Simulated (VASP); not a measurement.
# CdSe: single point with r2SCAN

The system is CdSe.

```
Cd Se
1.0
     0.00000    2.87396    2.87396
     2.87396    0.00000    2.87396
     2.87396    2.87396    0.00000
Cd Se
1 1
Direct
  0.00000 0.00000 0.00000
  0.50000 0.50000 0.50000
```

```
Program             : VASP 6.6.1
Task                : single point
Functional          : r2SCAN
Potentials or basis : VASP PAW PBE potentials, release 64 (Cd, Se)
Cutoff              : 520 eV
k mesh              : 6 × 6 × 6
Occupations         : fermi-dirac, width 0.05 eV
Spin                : non-collinear spin, zero start, spin-orbit coupling
Starting moments    : [[0.0, 0.0, 0.0], [0.0, 0.0, 0.0]] μB
```

The pressure is -1.8 GPa, the net moment is 0.00 μB per cell and the valence electrons inside the program's atomic spheres are Cd 10.19; Se 3.88.

Moments on the atoms (μB; x, y, z):
```
Cd  0.00 0.00 0.00
Se  0.00 0.00 0.00
```

Wall time 3.8 min on 1 thread of AMD EPYC 7R13 Processor (Zen 3) (shared host), peak memory 0.29 GiB.

Caveat: the PAW data sets were made with another functional, which shifts forces and pressure a little.
